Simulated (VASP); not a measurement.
Crystal: Al.

```
CELL_PARAMETERS angstrom
0.00000 2.02073 2.02073
2.02073 0.00000 2.02073
2.02073 2.02073 0.00000
ATOMIC_POSITIONS crystal
Al 0.00000 0.00000 0.00000
```

```yaml
Program: VASP 6.6.1
Task: relaxation of cell and atoms
Functional: PBE
Dispersion: D3(BJ)
Potentials_or_basis: VASP PAW PBE potentials, release 64 (Al)
Cutoff: 600 eV
k_mesh: 18 × 18 × 18
Occupations: gaussian, width 0.1 eV
Spin: no spin polarisation
```

At the start: pressure -3.4 GPa; volume 16.50 Å³/atom.

Problem. Where does the relaxation end?

Solution. Over 3 steps the energy falls by 8.1 meV/atom and the volume is 15.78 Å³/atom (-4.4 %); space group Fm-3m (No. 225, to 0.05 Å).

The path:
```
step  energy change (eV)  largest force (eV/Å)  pressure (GPa)  volume (Å³)
   1              0.0000                0.0000           -3.43        16.50
   2             -0.0079                0.0000            0.60        15.67
   3             -0.0081                0.0000            0.01        15.78
```

Final structure:
```cif
data_structure
_symmetry_space_group_name_H-M 'P 1'
_symmetry_Int_Tables_number 1
_cell_length_a 2.8154
_cell_length_b 2.8154
_cell_length_c 2.8154
_cell_angle_alpha 60.000
_cell_angle_beta 60.000
_cell_angle_gamma 60.000
_cell_volume 15.78
loop_
_atom_site_label
_atom_site_type_symbol
_atom_site_fract_x
_atom_site_fract_y
_atom_site_fract_z
_atom_site_occupancy
Al1 Al 0.00000 0.00000 0.00000 1
```

Caveat: pairwise dispersion overbinds metals, which lowers pressure and volume.
